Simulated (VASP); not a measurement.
# Y (Pm-3m) in VASP: notebook

Y is run at these levels: LDA; tasks: relaxation of cell and atoms, single point.

Program: VASP 6.6.1. These are calculated values, not measurements. Logs are shortened: lines on timing, memory, paths and dates and some standing lists are left out, and cuts for length are marked.

### 1 The cell of the first run

The structure is cubic, space group Pm-3m (No. 221). Conventional cell: a = 3.291 Å, b = 3.291 Å, c = 3.291 Å, α = 90.00°, β = 90.00°, γ = 90.00°. Within 4.3 Å of Y (site symmetry m-3m) lie 6 Y at 3.29 Å.

### 2 Relaxation of cell and atoms, LDA

Contents of INCAR:

```
SYSTEM = Y
  PREC = Accurate
  ENCUT = 600
  EDIFF = 1E-7
  ISMEAR = -1
  SIGMA = 0.1
  LREAL = .False.
  LASPH = .True.
  NELM = 100
  ALGO = Normal
  ISIF = 3
  LWAVE = .False.
  LCHARG = .False.
  IBRION = 2
  NSW = 80
  EDIFFG = -0.01
```

Contents of KPOINTS:

```
Automatic mesh
0
Gamma
  10 10 10
  0 0 0
```

Contents of POSCAR:

```
Y
1.0
    3.2912715962      0.0000000000      0.0000000000
    0.0000000000      3.2912715962      0.0000000000
    0.0000000000      0.0000000000      3.2912715962
Y
1
Direct
    0.0000000000      0.0000000000      0.0000000000
```

Potentials or basis: VASP PAW LDA potentials, release 64 (Y_sv).

Command:

```console
> cat potpaw_LDA.64/Y_sv/POTCAR > POTCAR
> mpirun -np 1 vasp_std > vasp.out
```

OUTCAR:

```text
SYSTEM = Y
   PREC = Accurate
   ENCUT = 600
   EDIFF = 1E-7
   ISMEAR = -1
   LREAL = .False.
   LASPH = .True.
   NELM = 100
   ISIF = 3
   IBRION = 2
   NSW = 80
   EDIFFG = -0.01

 ion  position               nearest neighbor table
   1  0.000  0.000  0.000-

  LATTYP: Found a simple cubic cell.
 ALAT       =     3.2912715962

  Lattice vectors:

 A1 = (   3.2912715962,   0.0000000000,   0.0000000000)
 A2 = (   0.0000000000,   3.2912715962,   0.0000000000)
 A3 = (   0.0000000000,   0.0000000000,   3.2912715962)

Analysis of symmetry for initial positions (statically):
=====================================================================
 Subroutine PRICEL returns:
 Original cell was already a primitive cell.

 Routine SETGRP: Setting up the symmetry group for a
 simple cubic supercell.

 Subroutine GETGRP returns: Found 48 space group operations
 (whereof 48 operations were pure point group operations)
 out of a pool of 48 trial point group operations.

The static configuration has the point symmetry O_h .

Analysis of symmetry for dynamics (positions and initial velocities):
=====================================================================
 Subroutine PRICEL returns:
 Original cell was already a primitive cell.

 Routine SETGRP: Setting up the symmetry group for a
 simple cubic supercell.

 Subroutine GETGRP returns: Found 48 space group operations
 (whereof 48 operations were pure point group operations)
 out of a pool of 48 trial point group operations.

The dynamic configuration has the point symmetry O_h .

 Subroutine INISYM returns: Found 48 space group operations
 (whereof 48 operations are pure point group operations),
 and found     1 'primitive' translations

----------------------------------------------------------------------------------------

                                     Primitive cell

  volume of cell :      35.6526

  direct lattice vectors                    reciprocal lattice vectors
     3.291271596  0.000000000  0.000000000     0.303833935  0.000000000  0.000000000
     0.000000000  3.291271596  0.000000000     0.000000000  0.303833935  0.000000000
     0.000000000  0.000000000  3.291271596     0.000000000  0.000000000  0.303833935

  length of vectors
     3.291271596  3.291271596  3.291271596     0.303833935  0.303833935  0.303833935

  position of ions in fractional coordinates (direct lattice)
     0.000000000  0.000000000  0.000000000

  ion indices of the primitive-cell ions
   primitive index   ion index
                 1           1

----------------------------------------------------------------------------------------

 KPOINTS: Automatic mesh

Automatic generation of k-mesh.
 Grid dimensions read from file:
 generate k-points for:   10   10   10

 Generating k-lattice:

  Cartesian coordinates                     Fractional coordinates (reciprocal lattice)
     0.030383393  0.000000000  0.000000000     0.100000000  0.000000000  0.000000000
     0.000000000  0.030383393  0.000000000     0.000000000  0.100000000  0.000000000
     0.000000000  0.000000000  0.030383393     0.000000000  0.000000000  0.100000000

  Length of vectors
     0.030383393  0.030383393  0.030383393

  Shift w.r.t. Gamma in fractional coordinates (k-lattice)
     0.000000000  0.000000000  0.000000000

 Subroutine IBZKPT returns following result:
 ===========================================

 Found     56 irreducible k-points:

 Following reciprocal coordinates:
            Coordinates               Weight
  0.000000  0.000000  0.000000      1.000000
  0.100000  0.000000  0.000000      6.000000
  0.200000  0.000000  0.000000      6.000000
  0.300000  0.000000  0.000000      6.000000
  0.400000  0.000000  0.000000      6.000000
  0.500000  0.000000  0.000000      3.000000
[... 16 lines left out ...]
  0.200000  0.100000  0.100000     24.000000
  0.300000  0.100000  0.100000     24.000000
 [... further k-points ...]
   k-points           NKPTS =     56   k-points in BZ     NKDIM =     56   number of bands    NBANDS=      9
   number of dos      NEDOS =    301   number of ions     NIONS =      1
   total plane-waves  NPLWV =  21952
   dimension x,y,z NGX =    28 NGY =   28 NGZ =   28
   dimension x,y,z NGXF=    56 NGYF=   56 NGZF=   56
   ions per type =               1
   NGX,Y,Z   is equivalent  to a cutoff of  14.14, 14.14, 14.14 a.u.
   NGXF,Y,Z  is equivalent  to a cutoff of  28.29, 28.29, 28.29 a.u.
 SYSTEM =  Y
   PREC   = accura    normal or accurate (medium, high low for compatibility)
   ISTART =      0    job   : 0-new  1-cont  2-samecut
   ICHARG =      2    charge: 1-file 2-atom 10-const
   ISPIN  =      1    spin polarized calculation?
   LNONCOLLINEAR =      F non collinear calculations
   LSORBIT =      F    spin-orbit coupling
   LASPH  =      T    aspherical Exc in radial PAW
   ENCUT  =  600.0 eV  44.10 Ry    6.64 a.u.   6.57  6.57  6.57*2*pi/ulx,y,z
   NELM   =    100;   NELMIN=  2; NELMDL= -5     # of ELM steps
   EDIFF  = 0.1E-06   stopping-criterion for ELM
   LREAL  =      F    real-space projection
   EDIFFG = -.1E-01   stopping-criterion for IOM
   NSW    =     80    number of steps for IOM
   IBRION =      2    ionic relax: 0-MD 1-quasi-New 2-CG
   NFREE  =      1    steps in history (QN), initial steepest desc. (CG)
   ISIF   =      3    stress and relaxation
   ISYM   =      2    0-nonsym 1-usesym 2-fastsym
   POTIM  = 0.5000    time-step for ionic-motion
   TEBEG  =    0.0;   TEEND  =   0.0 temperature during run
   PSTRESS=    0.0 pullay stress
   NELECT =      11.0000    total number of electrons
   NUPDOWN=      -1.0000    fix difference up-down
   EMIN   =  10.00;   EMAX   =-10.00  energy-range for DOS
   EFERMI =   0.00;   METHOD = LEGACY
   ISMEAR =    -1;   SIGMA  =   0.10  broadening in eV -4-tet -1-fermi 0-gaus
   EFERMI_NEDOS =   21; number of points for ismear=-14 and -15
   IALGO  =     38    algorithm
   IMIX   =      4    mixing-type and parameters
     AMIX     =   0.40;   BMIX     =  1.00
     AMIX_MAG =   1.60;   BMIX_MAG =  1.00
  volume/ion in A,a.u.               =      35.65       240.60
  Fermi-wavevector in a.u.,A,eV,Ry     =   1.106221  2.090455 16.649796  1.223725
  Thomas-Fermi vector in A             =   2.242719
   LORBIT       =      0    0 simple, 1 ext, 2 COOP (PROOUT), +10 PAW based schemes
   GGA     = CA    functional components
   LHFCALC =     F    Hartree Fock is set to
   AEXX    =    0.0000 exact exchange contribution
   IVDW    =     0    specifies the selected vdW correction
   LEPSILON=     F    determine dielectric tensor
   LRPA    =     F    only Hartree local field effects (RPA)
 conjugate gradient relaxation of ions
 non-spin polarized calculation
  energy-cutoff  :      600.00
  volume of cell :       35.65
 maximum number of plane-waves:      1213
 NGX is ok and might be reduce to    28
   NGX = 13   NGY = 13   NGZ = 13

--------------------------------------- Ionic step        1  -------------------------------------------

 number of electron      10.9999999 magnetization

 Free energy of the ion-electron system (eV)
  ---------------------------------------------------
  ext. energy  EPLUGINS =         0.00000000
  ---------------------------------------------------
  free energy    TOTEN  =        -6.16108688 eV

  energy without entropy =       -6.07866270  energy(sigma->0) =       -6.11987479

------------------------ aborting loop because EDIFF is reached ----------------------------------------

  FORCE on cell =-STRESS in cart. coord.  units (eV):
  Direction    XX          YY          ZZ          XY          YZ          ZX
  --------------------------------------------------------------------------------------
  -------------------------------------------------------------------------------------
  Total       -0.7827549     -0.7827549     -0.7827549      0.0000000      0.0000000      0.0000000
  in kB      -35.1758996    -35.1758996    -35.1758996      0.0000000      0.0000000      0.0000000
  external PRESSURE =     -35.1758996 kB  Pullay stress =       0.0000000 kB

 VOLUME and BASIS-vectors are now :
 -----------------------------------------------------------------------------
  energy-cutoff  :      600.00
  volume of cell :       35.65
      direct lattice vectors                 reciprocal lattice vectors
     3.291271596  0.000000000  0.000000000     0.303833935  0.000000000  0.000000000
     0.000000000  3.291271596  0.000000000     0.000000000  0.303833935  0.000000000
     0.000000000  0.000000000  3.291271596     0.000000000  0.000000000  0.303833935
[... 71 lines left out ...]
 POSITION                                       TOTAL-FORCE (eV/Angst)
 -----------------------------------------------------------------------------------
      0.00000      0.00000      0.00000        -0.000000      0.000000      0.000000
 -----------------------------------------------------------------------------------
    total drift:                               -0.000000     -0.000000     -0.000000

  FREE ENERGIE OF THE ION-ELECTRON SYSTEM (eV)
  ---------------------------------------------------
  free  energy   TOTEN  =        -6.2180823579 eV

  energy  without entropy=       -6.1396290664  energy(sigma->0) =       -6.17885571

--------------------------------------- Ionic step        4  -------------------------------------------

 number of electron      11.0000000 magnetization

 Free energy of the ion-electron system (eV)
  ---------------------------------------------------
  ext. energy  EPLUGINS =         0.00000000
  ---------------------------------------------------
  free energy    TOTEN  =        -6.21808801 eV

  energy without entropy =       -6.13973198  energy(sigma->0) =       -6.17890999

 E-fermi :   3.1248     XC(G=0):  -9.8221

 val. band max:        3.1204496514   @ k =   0.5000   0.0000   0.0000
 cond. band min:       3.1336706934   @ k =   0.5000   0.4000   0.3000
 fundamental gap:      0.0132210420
 Fermi energy:         3.1248352143

 k-point     1 :       0.0000    0.0000    0.0000
  band No.  band energies     occupation
      1     -39.4128      2.00000
      2     -19.0416      2.00000
      3     -19.0416      2.00000
      4     -19.0416      2.00000
      5      -1.4839      2.00000
      6       2.3238      1.99934
      7       2.3238      1.99934
      8       8.9861      0.00000
      9       8.9861      0.00000

 k-point     2 :       0.1000    0.0000    0.0000
  band No.  band energies     occupation
      1     -39.4025      2.00000
      2     -19.1464      2.00000
      3     -19.0327      2.00000
      4     -19.0327      2.00000
      5      -1.2641      2.00000
      6       2.3899      1.99871
      7       2.5358      1.99448
      8       8.5486      0.00000
      9       8.5486      0.00000
[... 253 lines left out ...]
 k-point    24 :       0.3000    0.1000    0.1000
  band No.  band energies     occupation
      1     -39.3217      2.00000
      2     -19.7001      2.00000
      3     -19.0772      2.00000
      4     -19.0663      2.00000
      5       0.5191      2.00000
      6       3.1732      0.76263
      7       3.6973      0.00651
      8       6.3617      0.00000
      9       6.6724      0.00000

 [... further k-points ...]
[... 5 lines left out ...]
  --------------------------------------------------------------------------------------
  -------------------------------------------------------------------------------------
  Total        0.0048894      0.0048894      0.0048894     -0.0000000      0.0000000     -0.0000000
  in kB        0.2537129      0.2537129      0.2537129     -0.0000000      0.0000000     -0.0000000
  external PRESSURE =       0.2537129 kB  Pullay stress =       0.0000000 kB

 VOLUME and BASIS-vectors are now :
 -----------------------------------------------------------------------------
  energy-cutoff  :      600.00
  volume of cell :       30.88
      direct lattice vectors                 reciprocal lattice vectors
     3.137197500  0.000000000  0.000000000     0.318755832 -0.000000000 -0.000000000
     0.000000000  3.137197500  0.000000000     0.000000000  0.318755832  0.000000000
     0.000000000  0.000000000  3.137197500    -0.000000000 -0.000000000  0.318755832

 POSITION                                       TOTAL-FORCE (eV/Angst)
 -----------------------------------------------------------------------------------
      0.00000      0.00000      0.00000         0.000000      0.000000      0.000000
 -----------------------------------------------------------------------------------
    total drift:                               -0.000000      0.000000     -0.000000

  FREE ENERGIE OF THE ION-ELECTRON SYSTEM (eV)
  ---------------------------------------------------
  free  energy   TOTEN  =        -6.2180880052 eV

  energy  without entropy=       -6.1397319791  energy(sigma->0) =       -6.17890999

 reached required accuracy - stopping structural energy minimisation
```

Run time: 98 s. Hardware: 1 thread of AMD EPYC 7R13, shared host; peak memory 0.15 GiB.

Results:

- Free energy: -6.2181 eV
- Relaxed volume: 30.88 Å³/atom
- Relaxed cell: a = 3.137 Å, b = 3.137 Å, c = 3.137 Å, α = 90.00°, β = 90.00°, γ = 90.00°
- Space group after relaxing (to 0.05 Å): Pm-3m (No. 221)
- Energy gained by relaxing: 57.0 meV/atom
- Ionic steps: 4
- Pressure after relaxing: 0.0 GPa

Step by step:
| step | energy change (eV) | largest force (eV/Å) | pressure (GPa) | volume (Å³) |
| --- | --- | --- | --- | --- |
| 1 | 0.0000 | 0.0000 | -3.52 | 35.65 |
| 2 | -0.0549 | 0.0000 | -0.79 | 31.76 |
| 3 | -0.0570 | 0.0000 | -0.06 | 30.97 |
| 4 | -0.0570 | 0.0000 | 0.03 | 30.88 |

Final structure:
```
CELL_PARAMETERS angstrom
3.13720 0.00000 0.00000
0.00000 3.13720 0.00000
0.00000 0.00000 3.13720
ATOMIC_POSITIONS crystal
Y 0.00000 0.00000 0.00000
```

Levels at points of the mesh, in eV from the Fermi level:
```
           k point  band 4  band 5  band 6  band 7  band 8  band 9
(0.00, 0.00, 0.00)  -22.17   -4.61   -0.80   -0.80    5.86    5.86
(0.50, 0.00, 0.00)  -22.07   -1.75    0.00    0.31    2.97    2.97
(0.50, 0.50, 0.00)  -21.98   -2.18    0.20    3.61    3.61    4.19
(0.50, 0.50, 0.50)  -22.89   -0.79   -0.79   -0.79    5.77    7.89
```

### 3 Single point, LDA, non-collinear spin, zero start, spin-orbit coupling

This run uses another cell than the first one, of 30.98 Å³/atom, 0.869 times its volume.

Contents of INCAR:

```
PREC = Accurate
ENCUT = 520
EDIFF = 1E-6
ISMEAR = -1
SIGMA = 0.1
LREAL = F
LASPH = T
NELM = 150
ALGO = Normal
ISIF = 2
LWAVE = F
LCHARG = T
MAGMOM = 0 0 0
LORBIT = 11
LSORBIT = T
GGA_COMPAT = F
LORBMOM = T
LMAXMIX = 4
GGA = CA
LVHAR = T
NBANDS = 22
```

Contents of KPOINTS:

```
regular mesh
0
Gamma
  10 10 10
```

Contents of POSCAR:

```
Y
1.0
    3.1408734753      0.0000000000      0.0000000000
    0.0000000000      3.1408734753      0.0000000000
    0.0000000000      0.0000000000      3.1408734753
Y
1
Direct
    0.0000000000      0.0000000000      0.0000000000
```

Potentials or basis: VASP PAW LDA potentials, release 64 (Y_sv).

Command:

```console
> cat potpaw_LDA.64/Y_sv/POTCAR > POTCAR
> mpirun -np 1 vasp_ncl > vasp.out
```

It took 93 s on 1 thread of AMD EPYC 7R13, shared host; peak memory 0.19 GiB.

Results (log left out):

```
Free energy                                           : -6.2708 eV
Pressure                                              : -0.1 GPa
Net moment                                            : 0.00 μB per cell
Valence electrons inside the program's atomic spheres : Y 9.66
```

Moments on the atoms (μB; x, y, z):
```
Y   0.00 0.00 0.00
```
